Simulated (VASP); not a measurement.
# Cs2Ga (P6/mmm) in VASP: notebook

The runs below take Cs2Ga through single point, relaxation of cell and atoms, with PBE.

Everything below comes from runs of VASP 6.6.1. Logs are shortened: lines on timing, memory, paths and dates and some standing lists are left out, and cuts for length are marked.

## Step 1: The cell of the first run

It takes space group P6/mmm (No. 191, hexagonal). The conventional cell has a = 6.716 Å, b = 6.716 Å, c = 3.956 Å, α = 90.00°, β = 90.00°, γ = 120.00°. Cs (site symmetry -6m2) has 5 Cs at 3.88 to 3.96 Å and 6 Ga at 4.35 Å within 5.1 Å. Ga (site symmetry 6/mmm) has 2 Ga at 3.96 Å and 12 Cs at 4.35 Å within 5.2 Å.

## Step 2: Single point, PBE

File INCAR:

```
SYSTEM = Cs2Ga
PREC = Accurate
ENCUT = 500
EDIFF = 1E-6
ISMEAR = 0
SIGMA = 0.1
LREAL = .FALSE.
LASPH = .TRUE.
NELM = 120
ALGO = Normal
ISIF = 2
LWAVE = .FALSE.
LCHARG = .FALSE.
GGA = PE
NBANDS = 22
GGA_COMPAT = .FALSE.
```

File KPOINTS:

```
regular mesh
0
G
  6 6 4
  0 0 0
```

File POSCAR:

```
Cs2Ga
1.0
    6.7164897634      0.0000000000      0.0000000000
   -3.3582448817      5.8166507593      0.0000000000
    0.0000000000      0.0000000000      3.9557230876
Cs Ga
2 1
Direct
    0.3333333333      0.6666666667      0.5000000000
    0.6666666667      0.3333333333      0.5000000000
    0.0000000000      0.0000000000      0.0000000000
```

Potentials or basis: VASP PAW PBE potentials, release 64 (Cs_sv, Ga_d).

Command:

```bash
cat potpaw_PBE.64/Cs_sv/POTCAR potpaw_PBE.64/Ga_d/POTCAR > POTCAR
mpirun -np 1 vasp_std > vasp.out
```

OUTCAR:

```text
SYSTEM = Cs2Ga
   PREC = Accurate
   ENCUT = 500
   EDIFF = 1E-6
   ISMEAR = 0
   LREAL = .FALSE.
   LASPH = .TRUE.
   NELM = 120
   ISIF = 2
   GGA = PE

 ion  position               nearest neighbor table
   1  0.333  0.667  0.500-
   2  0.667  0.333  0.500-
   3  0.000  0.000  0.000-

  LATTYP: Found a hexagonal cell.
 ALAT       =     6.7164897634
 C/A-ratio  =     0.5889569145

  Lattice vectors:

 A1 = (   6.7164897634,   0.0000000000,   0.0000000000)
 A2 = (  -3.3582448817,   5.8166507593,   0.0000000000)
 A3 = (   0.0000000000,   0.0000000000,   3.9557230876)

Analysis of symmetry for initial positions (statically):
=====================================================================
 Subroutine PRICEL returns:
 Original cell was already a primitive cell.

 Routine SETGRP: Setting up the symmetry group for a
 hexagonal supercell.

 Subroutine GETGRP returns: Found 24 space group operations
 (whereof 24 operations were pure point group operations)
 out of a pool of 24 trial point group operations.

The static configuration has the point symmetry D_6h.

Analysis of symmetry for dynamics (positions and initial velocities):
=====================================================================
 Subroutine PRICEL returns:
 Original cell was already a primitive cell.

 Routine SETGRP: Setting up the symmetry group for a
 hexagonal supercell.

 Subroutine GETGRP returns: Found 24 space group operations
 (whereof 24 operations were pure point group operations)
 out of a pool of 24 trial point group operations.

The dynamic configuration has the point symmetry D_6h.

 Subroutine INISYM returns: Found 24 space group operations
 (whereof 24 operations are pure point group operations),
 and found     1 'primitive' translations

----------------------------------------------------------------------------------------

                                     Primitive cell

  volume of cell :     154.5401

  direct lattice vectors                    reciprocal lattice vectors
     6.716489763  0.000000000  0.000000000     0.148887296  0.085960120  0.000000000
    -3.358244882  5.816650759  0.000000000     0.000000000  0.171920241  0.000000000
     0.000000000  0.000000000  3.955723088     0.000000000  0.000000000  0.252798282

  length of vectors
     6.716489763  6.716489763  3.955723088     0.171920241  0.171920241  0.252798282

  position of ions in fractional coordinates (direct lattice)
     0.333333333  0.666666667  0.500000000
     0.666666667  0.333333333  0.500000000
     0.000000000  0.000000000  0.000000000

  ion indices of the primitive-cell ions
   primitive index   ion index
                 1           1
                 2           2
                 3           3

----------------------------------------------------------------------------------------

 KPOINTS: regular mesh

Automatic generation of k-mesh.
 Grid dimensions read from file:
 generate k-points for:    6    6    4

 Generating k-lattice:

  Cartesian coordinates                     Fractional coordinates (reciprocal lattice)
     0.024814549  0.014326687  0.000000000     0.166666667 -0.000000000  0.000000000
     0.000000000  0.028653373  0.000000000     0.000000000  0.166666667  0.000000000
     0.000000000  0.000000000  0.063199570     0.000000000  0.000000000  0.250000000

  Length of vectors
     0.028653373  0.028653373  0.063199570

  Shift w.r.t. Gamma in fractional coordinates (k-lattice)
     0.000000000  0.000000000  0.000000000

 Subroutine IBZKPT returns following result:
 ===========================================

 Found     21 irreducible k-points:

 Following reciprocal coordinates:
            Coordinates               Weight
  0.000000  0.000000  0.000000      1.000000
  0.166667  0.000000  0.000000      6.000000
  0.333333 -0.000000  0.000000      6.000000
  0.500000  0.000000  0.000000      3.000000
  0.166667  0.166667  0.000000      6.000000
  0.333333  0.166667  0.000000     12.000000
[... 13 lines left out ...]
  0.333333  0.166667  0.500000     12.000000
  0.333333  0.333333  0.500000      2.000000
   k-points           NKPTS =     21   k-points in BZ     NKDIM =     21   number of bands    NBANDS=     22
   number of dos      NEDOS =    301   number of ions     NIONS =      3
   total plane-waves  NPLWV =  75000
   dimension x,y,z NGX =    50 NGY =   50 NGZ =   30
   dimension x,y,z NGXF=   100 NGYF=  100 NGZF=   60
   ions per type =               2   1
   NGX,Y,Z   is equivalent  to a cutoff of  12.38, 12.38, 12.61 a.u.
   NGXF,Y,Z  is equivalent  to a cutoff of  24.75, 24.75, 25.22 a.u.
 SYSTEM =  Cs2Ga
   PREC   = accura    normal or accurate (medium, high low for compatibility)
   ISTART =      0    job   : 0-new  1-cont  2-samecut
   ICHARG =      2    charge: 1-file 2-atom 10-const
   ISPIN  =      1    spin polarized calculation?
   LNONCOLLINEAR =      F non collinear calculations
   LSORBIT =      F    spin-orbit coupling
   LASPH  =      T    aspherical Exc in radial PAW
   ENCUT  =  500.0 eV  36.75 Ry    6.06 a.u.  12.25 12.25  7.21*2*pi/ulx,y,z
   NELM   =    120;   NELMIN=  2; NELMDL= -5     # of ELM steps
   EDIFF  = 0.1E-05   stopping-criterion for ELM
   LREAL  =      F    real-space projection
   EDIFFG = 0.1E-04   stopping-criterion for IOM
   NSW    =      0    number of steps for IOM
   IBRION =     -1    ionic relax: 0-MD 1-quasi-New 2-CG
   NFREE  =      0    steps in history (QN), initial steepest desc. (CG)
   ISIF   =      2    stress and relaxation
   ISYM   =      2    0-nonsym 1-usesym 2-fastsym
   POTIM  = 0.5000    time-step for ionic-motion
   TEBEG  =    0.0;   TEEND  =   0.0 temperature during run
   PSTRESS=    0.0 pullay stress
   NELECT =      31.0000    total number of electrons
   NUPDOWN=      -1.0000    fix difference up-down
   EMIN   =  10.00;   EMAX   =-10.00  energy-range for DOS
   EFERMI =   0.00;   METHOD = LEGACY
   ISMEAR =     0;   SIGMA  =   0.10  broadening in eV -4-tet -1-fermi 0-gaus
   EFERMI_NEDOS =   21; number of points for ismear=-14 and -15
   IALGO  =     38    algorithm
   IMIX   =      4    mixing-type and parameters
     AMIX     =   0.40;   BMIX     =  1.00
     AMIX_MAG =   1.60;   BMIX_MAG =  1.00
  volume/ion in A,a.u.               =      51.51       347.63
  Fermi-wavevector in a.u.,A,eV,Ry     =   0.958330  1.810981 12.495536  0.918396
  Thomas-Fermi vector in A             =   2.087427
   LORBIT       =      0    0 simple, 1 ext, 2 COOP (PROOUT), +10 PAW based schemes
   GGA     = PE    functional components
   LHFCALC =     F    Hartree Fock is set to
   AEXX    =    0.0000 exact exchange contribution
   IVDW    =     0    specifies the selected vdW correction
   LEPSILON=     F    determine dielectric tensor
   LRPA    =     F    only Hartree local field effects (RPA)
 non-spin polarized calculation
 Gauss-broadening in eV      SIGMA  =   0.10
  energy-cutoff  :      500.00
  volume of cell :      154.54
 maximum number of plane-waves:      3950
 NGX is ok and might be reduce to    50
   NGX = 25   NGY = 25   NGZ = 15

 number of electron      30.9999977 magnetization

 Free energy of the ion-electron system (eV)
  ---------------------------------------------------
  ext. energy  EPLUGINS =         0.00000000
  ---------------------------------------------------
  free energy    TOTEN  =        -3.63379109 eV

  energy without entropy =       -3.60432737  energy(sigma->0) =       -3.61905923

 E-fermi :   2.0445     XC(G=0):  -7.5470

 val. band max:        2.0434987873   @ k =   0.1667   0.1667   0.5000
 cond. band min:       2.0613396032   @ k =   0.3333   0.1667   0.2500
 fundamental gap:      0.0178408160
 Fermi energy:         2.0444904932

 k-point     1 :       0.0000    0.0000    0.0000
  band No.  band energies     occupation
      1     -21.5771      2.00000
      2     -21.3818      2.00000
      3     -12.7781      2.00000
      4     -12.7558      2.00000
      5     -12.7558      2.00000
      6     -12.7268      2.00000
[... 14 lines left out ...]
     21       5.0324      0.00000
     22       5.8871      0.00000

 k-point     2 :       0.1667    0.0000    0.0000
  band No.  band energies     occupation
      1     -21.5659      2.00000
      2     -21.3937      2.00000
      3     -12.7781      2.00000
      4     -12.7558      2.00000
      5     -12.7558      2.00000
      6     -12.7267      2.00000
[... 14 lines left out ...]
     21       4.9599      0.00000
     22       5.7819      0.00000

 k-point     3 :       0.3333   -0.0000    0.0000
  band No.  band energies     occupation
      1     -21.5368      2.00000
      2     -21.4241      2.00000
      3     -12.7781      2.00000
      4     -12.7559      2.00000
      5     -12.7558      2.00000
      6     -12.7266      2.00000
[... 14 lines left out ...]
     21       5.2563      0.00000
     22       5.5636      0.00000

 k-point     4 :       0.5000    0.0000    0.0000
  band No.  band energies     occupation
      1     -21.5133      2.00000
      2     -21.4483      2.00000
      3     -12.7781      2.00000
      4     -12.7559      2.00000
      5     -12.7558      2.00000
      6     -12.7265      2.00000
[... 14 lines left out ...]
     21       5.4623      0.00000
     22       6.0262      0.00000

 k-point     5 :       0.1667    0.1667    0.0000
  band No.  band energies     occupation
      1     -21.5454      2.00000
      2     -21.4152      2.00000
      3     -12.7781      2.00000
      4     -12.7558      2.00000
      5     -12.7558      2.00000
      6     -12.7266      2.00000
[... 14 lines left out ...]
     21       4.9385      0.00000
     22       5.5978      0.00000

 k-point     6 :       0.3333    0.1667    0.0000
  band No.  band energies     occupation
      1     -21.5133      2.00000
      2     -21.4483      2.00000
      3     -12.7781      2.00000
      4     -12.7559      2.00000
      5     -12.7558      2.00000
      6     -12.7265      2.00000
[... 14 lines left out ...]
     21       4.9437      0.00000
     22       5.4175      0.00000

 k-point     7 :       0.3333    0.3333    0.0000
  band No.  band energies     occupation
      1     -21.4810      2.00000
      2     -21.4810      2.00000
      3     -12.7781      2.00000
      4     -12.7559      2.00000
      5     -12.7558      2.00000
      6     -12.7264      2.00000
[... 249 lines left out ...]
      6     -12.7258      2.00000
[... 14 lines left out ...]
     21       4.7692      0.00000
     22       5.0400      0.00000

 k-point    18 :       0.5000    0.0000    0.5000
  band No.  band energies     occupation
      1     -21.4062      2.00000
      2     -21.3435      2.00000
      3     -12.7629      2.00000
      4     -12.7626      2.00000
      5     -12.7583      2.00000
      6     -12.7258      2.00000
[... 14 lines left out ...]
     21       4.7879      0.00000
     22       5.3989      0.00000

 k-point    19 :       0.1667    0.1667    0.5000
  band No.  band energies     occupation
      1     -21.4372      2.00000
      2     -21.3117      2.00000
      3     -12.7628      2.00000
      4     -12.7627      2.00000
      5     -12.7584      2.00000
      6     -12.7258      2.00000
[... 14 lines left out ...]
     21       4.7534      0.00000
     22       4.9080      0.00000

 k-point    20 :       0.3333    0.1667    0.5000
  band No.  band energies     occupation
      1     -21.4062      2.00000
      2     -21.3435      2.00000
      3     -12.7628      2.00000
      4     -12.7626      2.00000
      5     -12.7583      2.00000
      6     -12.7258      2.00000
[... 14 lines left out ...]
     21       5.1460      0.00000
     22       5.3512      0.00000

 k-point    21 :       0.3333    0.3333    0.5000
  band No.  band energies     occupation
      1     -21.3750      2.00000
      2     -21.3750      2.00000
      3     -12.7627      2.00000
      4     -12.7627      2.00000
      5     -12.7583      2.00000
      6     -12.7257      2.00000
[... 14 lines left out ...]
     21       5.2836      0.00000
     22       5.9655      0.00000

------------------------ aborting loop because EDIFF is reached ----------------------------------------

  FORCE on cell =-STRESS in cart. coord.  units (eV):
  Direction    XX          YY          ZZ          XY          YZ          ZX
  --------------------------------------------------------------------------------------
  -------------------------------------------------------------------------------------
  Total        0.1698159      0.1698159      0.0591161      0.0000000      0.0000000      0.0000000
  in kB        1.7605473      1.7605473      0.6128794      0.0000000      0.0000000      0.0000000
  external PRESSURE =       1.3779914 kB  Pullay stress =       0.0000000 kB

 VOLUME and BASIS-vectors are now :
 -----------------------------------------------------------------------------
  energy-cutoff  :      500.00
  volume of cell :      154.54
      direct lattice vectors                 reciprocal lattice vectors
     6.716489763  0.000000000  0.000000000     0.148887296  0.085960120  0.000000000
    -3.358244882  5.816650759  0.000000000     0.000000000  0.171920241  0.000000000
     0.000000000  0.000000000  3.955723088     0.000000000  0.000000000  0.252798282

 POSITION                                       TOTAL-FORCE (eV/Angst)
 -----------------------------------------------------------------------------------
     -0.00000      3.87777      1.97786         0.000000      0.000000      0.000000
      3.35824      1.93888      1.97786        -0.000000      0.000000      0.000000
      0.00000      0.00000      0.00000        -0.000000      0.000000      0.000000
 -----------------------------------------------------------------------------------
    total drift:                                0.000000      0.000000      0.000000

  FREE ENERGIE OF THE ION-ELECTRON SYSTEM (eV)
  ---------------------------------------------------
  free  energy   TOTEN  =        -3.6337910858 eV

  energy  without entropy=       -3.6043273675  energy(sigma->0) =       -3.61905923
```

Run time: 67 s. Hardware: 1 thread of AMD EPYC 7R43 (Zen 3), shared host; peak memory 0.24 GiB.

What came out:

```yaml
Free_energy: -3.6338 eV
Pressure: 0.1 GPa
Band_gap_on_the_k_mesh: zero (an odd number of electrons rules out a gap without spin polarisation)
```

Levels at points of the mesh, in eV from the Fermi level:
```csv
k point,band 14,band 15,band 16,band 17,band 18,band 19
"(0.00, 0.00, 0.00)",-5.64,-0.16,-0.16,0.27,2.04,2.08
"(0.50, 0.00, 0.00)",-5.42,-1.07,0.03,0.81,1.85,2.17
"(0.00, 0.00, 0.50)",-4.52,-0.98,0.63,0.63,0.78,0.78
"(0.50, 0.00, 0.50)",-4.64,-0.56,-0.32,0.48,1.52,2.17
```

Caveat: the k points lie up to 0.40 Å⁻¹ apart, too coarse for converged energies and pressures of a metal; spin-orbit coupling is left out, which moves the levels of the heavy elements.

(Continued in part 2 of 2.)
